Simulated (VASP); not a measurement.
# NbN (Fm-3m) in VASP: notebook

Runs on NbN. Level: PBEsol. Tasks: electric field gradients.

Program: VASP 6.6.1. These are calculated values, not measurements. Logs are shortened: lines on timing, memory, paths and dates and some standing lists are left out, and cuts for length are marked.

## 1. The cell of the first run

It takes space group Fm-3m (No. 225, cubic). Conventional cell: a = 4.389 Å, b = 4.389 Å, c = 4.389 Å, α = 90.00°, β = 90.00°, γ = 90.00°. Within 2.9 Å of Nb (site symmetry m-3m) lie 6 N at 2.19 Å. Within 2.9 Å of N (site symmetry m-3m) lie 6 Nb at 2.19 Å.

## 2. Electric field gradients, PBEsol

INCAR

```
SYSTEM = NbN
PREC = Accurate
ENCUT = 520
EDIFF = 1E-8
ISMEAR = -1
SIGMA = 0.08
LREAL = .FALSE.
LASPH = .TRUE.
NELM = 120
ALGO = Normal
ISIF = 2
LWAVE = .FALSE.
LCHARG = .FALSE.
GGA = PS
LEFG = .TRUE.
NBANDS = 16
GGA_COMPAT = .FALSE.
```

KPOINTS

```
Automatic mesh
0
G
  14 14 14
  0 0 0
```

POSCAR

```
NbN
1.0
    0.0000000000      2.1945000000      2.1945000000
    2.1945000000      0.0000000000      2.1945000000
    2.1945000000      2.1945000000      0.0000000000
Nb N
1 1
Direct
    0.5000000000      0.5000000000      0.5000000000
    0.0000000000      0.0000000000      0.0000000000
```

Potentials or basis: VASP PAW PBE potentials, release 64 (Nb_sv, N).

Command:

```
$ cat potpaw_PBE.64/Nb_sv/POTCAR potpaw_PBE.64/N/POTCAR > POTCAR
$ mpirun -np 1 vasp_std > vasp.out
```

OUTCAR:

```text
SYSTEM = NbN
   PREC = Accurate
   ENCUT = 520
   EDIFF = 1E-8
   ISMEAR = -1
   LREAL = .FALSE.
   LASPH = .TRUE.
   NELM = 120
   ISIF = 2
   GGA = PS

 ion  position               nearest neighbor table
   1  0.500  0.500  0.500-   2 2.19   2 2.19   2 2.19   2 2.19   2 2.19   2 2.19
   2  0.000  0.000  0.000-   1 2.19   1 2.19   1 2.19   1 2.19   1 2.19   1 2.19

  LATTYP: Found a face centered cubic cell.
 ALAT       =     4.3890000000

  Lattice vectors:

 A1 = (   0.0000000000,   2.1945000000,   2.1945000000)
 A2 = (   2.1945000000,   0.0000000000,   2.1945000000)
 A3 = (   2.1945000000,   2.1945000000,   0.0000000000)

Analysis of symmetry for initial positions (statically):
=====================================================================
 Subroutine PRICEL returns:
 Original cell was already a primitive cell.

 Routine SETGRP: Setting up the symmetry group for a
 face centered cubic supercell.

 Subroutine GETGRP returns: Found 48 space group operations
 (whereof 48 operations were pure point group operations)
 out of a pool of 48 trial point group operations.

The static configuration has the point symmetry O_h .

Analysis of symmetry for dynamics (positions and initial velocities):
=====================================================================
 Subroutine PRICEL returns:
 Original cell was already a primitive cell.

 Routine SETGRP: Setting up the symmetry group for a
 face centered cubic supercell.

 Subroutine GETGRP returns: Found 48 space group operations
 (whereof 48 operations were pure point group operations)
 out of a pool of 48 trial point group operations.

The dynamic configuration has the point symmetry O_h .

 Subroutine INISYM returns: Found 48 space group operations
 (whereof 48 operations are pure point group operations),
 and found     1 'primitive' translations

----------------------------------------------------------------------------------------

                                     Primitive cell

  volume of cell :      21.1367

  direct lattice vectors                    reciprocal lattice vectors
[... 121 lines left out ...]
 maximum number of plane-waves:       588
   NGX = 11   NGY = 11   NGZ = 11

 number of electron      18.0000002 magnetization

 Free energy of the ion-electron system (eV)
  ---------------------------------------------------
  ext. energy  EPLUGINS =         0.00000000
  ---------------------------------------------------
  free energy    TOTEN  =       -21.90897371 eV

  energy without entropy =      -21.88795508  energy(sigma->0) =      -21.89846440

 E-fermi :  13.8972     XC(G=0): -13.5657

 val. band max:       13.8734809578   @ k =  -0.2857   0.3571   0.1429
 cond. band min:      13.9240262428   @ k =   0.2143   0.1429   0.0000
 fundamental gap:      0.0505452850
 Fermi energy:        13.8972251089

 k-point     1 :       0.0000    0.0000    0.0000
  band No.  band energies     occupation
      1     -42.3717      2.00000
      2     -18.0471      2.00000
      3     -18.0471      2.00000
      4     -18.0471      2.00000
      5      -3.6794      2.00000
      6      10.5793      2.00000
[... 433 lines left out ...]
      3     -18.1722      2.00000
      4     -18.1544      2.00000
      5      -2.5014      2.00000
      6       6.6311      2.00000
[... 8 lines left out ...]
     15      26.6141      0.00000
     16      30.0694      0.00000

 [... further k-points ...]

------------------------ aborting loop because EDIFF is reached ----------------------------------------

  FORCE on cell =-STRESS in cart. coord.  units (eV):
  Direction    XX          YY          ZZ          XY          YZ          ZX
  --------------------------------------------------------------------------------------
  -------------------------------------------------------------------------------------
  Total       -0.3125197     -0.3125197     -0.3125197      0.0000000      0.0000000     -0.0000000
  in kB      -23.6892490    -23.6892490    -23.6892490      0.0000000      0.0000000     -0.0000000
  external PRESSURE =     -23.6892490 kB  Pullay stress =       0.0000000 kB

 VOLUME and BASIS-vectors are now :
 -----------------------------------------------------------------------------
  energy-cutoff  :      520.00
  volume of cell :       21.14
      direct lattice vectors                 reciprocal lattice vectors
     0.000000000  2.194500000  2.194500000    -0.227842333  0.227842333  0.227842333
     2.194500000  0.000000000  2.194500000     0.227842333 -0.227842333  0.227842333
     2.194500000  2.194500000  0.000000000     0.227842333  0.227842333 -0.227842333

 POSITION                                       TOTAL-FORCE (eV/Angst)
 -----------------------------------------------------------------------------------
      2.19450      2.19450      2.19450        -0.000000     -0.000000     -0.000000
      0.00000      0.00000      0.00000         0.000000      0.000000      0.000000
 -----------------------------------------------------------------------------------
    total drift:                                0.000000     -0.000000      0.000000

  FREE ENERGIE OF THE ION-ELECTRON SYSTEM (eV)
  ---------------------------------------------------
  free  energy   TOTEN  =       -21.9089737104 eV

  energy  without entropy=      -21.8879550831  energy(sigma->0) =      -21.89846440

 Electric field gradients (V/A^2)
---------------------------------------------------------------------
 ion       V_xx      V_yy      V_zz      V_xy      V_xz      V_yz
---------------------------------------------------------------------
   1       0.000    -0.000    -0.000     0.000     0.000     0.000
   2      -0.000    -0.000    -0.000     0.000     0.000     0.000
---------------------------------------------------------------------

 Electric field gradients after diagonalization (V/A^2)
 (convention: |V_zz| > |V_xx| > |V_yy|)
----------------------------------------------------------------------
 ion       V_xx      V_yy      V_zz     asymmetry (V_yy - V_xx)/ V_zz
----------------------------------------------------------------------
   1      -0.000    -0.000     0.001       0.000
   2      -0.000    -0.000     0.000       0.000
----------------------------------------------------------------------

           NMR quadrupolar parameters

 Cq : quadrupolar parameter    Cq=e*Q*V_zz/h
 eta: asymmetry parameters     (V_yy - V_xx)/ V_zz
 Q  : nuclear electric quadrupole moment in mb (millibarn)
----------------------------------------------------------------------
 ion       Cq(MHz)       eta       Q (mb)
----------------------------------------------------------------------
   1       0.000       0.000       1.000
   2       0.000       0.000       1.000
----------------------------------------------------------------------
```

OSZICAR:

```text
N       E                     dE             d eps       ncg     rms          rms(c)
DAV:   1     0.150960009628E+03    0.15096E+03   -0.10260E+04  3328   0.120E+03
DAV:   2    -0.162326259834E+02   -0.16719E+03   -0.15974E+03  4104   0.405E+02
DAV:   3    -0.250635941368E+02   -0.88310E+01   -0.87116E+01  6112   0.773E+01
DAV:   4    -0.251626533619E+02   -0.99059E-01   -0.99004E-01  3776   0.720E+00
DAV:   5    -0.251655980516E+02   -0.29447E-02   -0.29444E-02  4800   0.112E+00    0.127E+01
DAV:   6    -0.220819451137E+02    0.30837E+01   -0.84010E+00  5024   0.303E+01    0.469E+00
DAV:   7    -0.219346225690E+02    0.14732E+00   -0.59145E-01  4224   0.768E+00    0.275E+00
DAV:   8    -0.219128643184E+02    0.21758E-01   -0.15857E-01  5056   0.389E+00    0.840E-01
DAV:   9    -0.219090932120E+02    0.37711E-02   -0.21086E-02  4208   0.164E+00    0.386E-01
DAV:  10    -0.219090134976E+02    0.79714E-04   -0.18022E-03  3760   0.518E-01    0.734E-02
DAV:  11    -0.219089721868E+02    0.41311E-04   -0.13913E-04  4376   0.102E-01    0.323E-02
DAV:  12    -0.219089733201E+02   -0.11333E-05   -0.81042E-06  4536   0.297E-02    0.875E-03
DAV:  13    -0.219089732876E+02    0.32531E-07   -0.55440E-07  4632   0.812E-03    0.442E-03
DAV:  14    -0.219089737050E+02   -0.41739E-06   -0.18323E-07  3760   0.578E-03    0.462E-04
DAV:  15    -0.219089737158E+02   -0.10818E-07   -0.69818E-09  3576   0.935E-04    0.261E-04
DAV:  16    -0.219089737104E+02    0.53956E-08   -0.25411E-09  2368   0.621E-04
   1 F= -.21908974E+02 E0= -.21898464E+02  d E =-.210186E-01
```

It took 46 s on 1 thread of Intel Xeon Platinum 8375C at 2.90GHz (Ice Lake), shared host; peak memory 0.16 GiB.

Results:

```
Free energy            : -21.9090 eV
Pressure               : -2.4 GPa
Band gap on the k mesh : zero (band 9 reaches 15.43 eV, above the bottom of band 10 at 11.88 eV)
```

Caveat: without QUAD_EFG the Cq values of the log hold for a quadrupole moment of 1 mb, not for the nuclei; the PAW data sets were made with another functional, which shifts forces and pressure a little.

[end of part 1 of 3]
